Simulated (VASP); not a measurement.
Wanted: the native input for a VASP 6.6.1 run.

- Task: relaxation of cell and atoms
- Functional: PBEsol
- Potentials or basis: VASP PAW PBE potentials, release 64 (W_sv, C)
- Cutoff: 600 eV
- k mesh: 18 × 18 × 16
- Occupations: fermi-dirac, width 0.08 eV
- Spin: no spin polarisation
- Target pressure: 15 GPa
- Dipole correction: no
- Further INCAR settings: ALGO = Normal; EDIFF = 1e-07; IBRION = 2; EDIFFG = -0.002; NSW = 100; ISIF = 3

The structure of WC lies in POSCAR:

```
WC
1.0
    2.8988145963      0.0000000000      0.0000000000
   -1.4494072982      2.5104470813      0.0000000000
    0.0000000000      0.0000000000      2.8272988698
W C
1 1
Direct
    0.0000000000      0.0000000000      0.0000000000
    0.6666666667      0.3333333333      0.5000000000
```

These files were run (other wordings do the same):

INCAR

```
SYSTEM = WC
PREC     = Accurate       ! precision mode
ENCUT    = 600            ! plane-wave cutoff, eV
EDIFF    = 1E-7           ! SCF threshold, eV
ISMEAR   = -1             ! smearing method
SIGMA    = 0.08           ! smearing width, eV
LREAL    = .False.        ! projectors in reciprocal space
LASPH    = .True.         ! aspherical terms in the spheres
NELM     = 60             ! most SCF steps
ALGO     = Normal         ! electronic algorithm
ISIF     = 3              ! what is computed and relaxed
LWAVE    = .False.        ! write WAVECAR
LCHARG   = .False.        ! write CHGCAR
GGA      = PS             ! functional
IBRION   = 2              ! ionic algorithm
NSW      = 100            ! ionic steps
EDIFFG   = -0.002         ! ionic threshold
PSTRESS  = 150.0
```

KPOINTS

```
regular mesh
0
Gamma
  18 18 16
  0 0 0
```

Potentials or basis: VASP PAW PBE potentials, release 64 (W_sv, C).

Launch:

```sh
$ cat potpaw_PBE.64/W_sv/POTCAR potpaw_PBE.64/C/POTCAR > POTCAR
$ mpirun -np 1 vasp_std > vasp.out
```

Results of the run:

```json
{"Relaxed volume": "9.97 Å³/atom", "Relaxed cell": "a = 2.866 Å, b = 2.866 Å, c = 2.804 Å, α = 90.00°, β = 90.00°, γ = 120.00°", "Space group after relaxing (to 0.1 Å)": "P-6m2 (No. 187)", "Energy change on relaxing (the run minimises the enthalpy)": "+15.7 meV/atom", "Ionic steps": "9", "Pressure after relaxing": "15.0 GPa", "Band gap on the k mesh": "zero (bands 9 and 10 overlap by 1.30 eV)"}
```

Caveat: the cell is relaxed towards a set pressure, so the run minimises the enthalpy, not the energy; the PAW data sets were made with another functional, which shifts forces and pressure a little; spin-orbit coupling is left out, which moves the levels of the heavy elements.

It took 2.1 min on 1 thread of Intel(R) Xeon(R) 6975P-C (Granite Rapids) (shared host), peak memory 0.25 GiB.
